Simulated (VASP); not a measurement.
Set up this calculation in VASP 6.6.1, as the native input.

```yaml
Task: electric field gradients
Functional: LDA
Potentials_or_basis: VASP PAW LDA potentials, release 64 (Li_sv, Nb_sv, O)
Cutoff: 520 eV
k_mesh: 7 × 7 × 7
Occupations: fermi-dirac, width 0.02 eV
Spin: no spin polarisation
Dipole_correction: no
Further_INCAR_settings: ALGO = Normal; EDIFF = 1e-08; NBANDS = 45
```

The structure of LiNbO3 lies in POSCAR:

```
LiNbO3
1.0
    2.5750991265      1.4867341739      4.6217700000
   -2.5750991265      1.4867341739      4.6217700000
    0.0000000000     -2.9734683477      4.6217700000
Li Nb O
2 2 6
Direct
    0.2776613609      0.2776613609      0.2776613609
    0.7776613609      0.7776613609      0.7776613609
   -0.0043676508     -0.0043676508     -0.0043676508
    0.4956323492      0.4956323492      0.4956323492
    0.1025696935      0.3585438109      0.7148927856
    0.7148927856      0.1025696935      0.3585438109
    0.3585438109      0.7148927856      0.1025696935
    0.2148927856      0.8585438109      0.6025696935
    0.8585438109      0.6025696935      0.2148927856
    0.6025696935      0.2148927856      0.8585438109
```

One way to write it, as run:

INCAR

```
SYSTEM = LiNbO3
ALGO = Normal ; EDIFF = 1E-8
ENCUT = 520 ; ISIF = 2
ISMEAR = -1 ; LASPH = .True.
LCHARG = .False. ; LEFG = .True.
LREAL = .False. ; LWAVE = .False.
NBANDS = 45 ; NELM = 100
PREC = Accurate ; SIGMA = 0.02
```

KPOINTS

```
k-points
0
Gamma
  7 7 7
  0 0 0
```

Potentials or basis: VASP PAW LDA potentials, release 64 (Li_sv, Nb_sv, O).

Run with:

```sh
$ cat potpaw_LDA.64/Li_sv/POTCAR potpaw_LDA.64/Nb_sv/POTCAR potpaw_LDA.64/O/POTCAR > POTCAR
$ mpirun -np 1 vasp_std > vasp.out
```

It gave:

The largest force is 0.245 eV/Å and the band gap on the k mesh is 3.50 eV (least direct gap 3.55 eV). The largest electric field gradient by atom is Li +0.3; Nb +38.9; O -19.2 V/Å².

Caveat: without QUAD_EFG the Cq values of the log hold for a quadrupole moment of 1 mb, not for the nuclei; an odd mesh through Γ misses points on the zone boundary, where band edges can lie.

Wall time 8.4 min on 1 thread of Intel(R) Xeon(R) Platinum 8259CL CPU @ 2.50GHz (Skylake/Cascade Lake), on a shared host, peak memory 0.32 GiB.
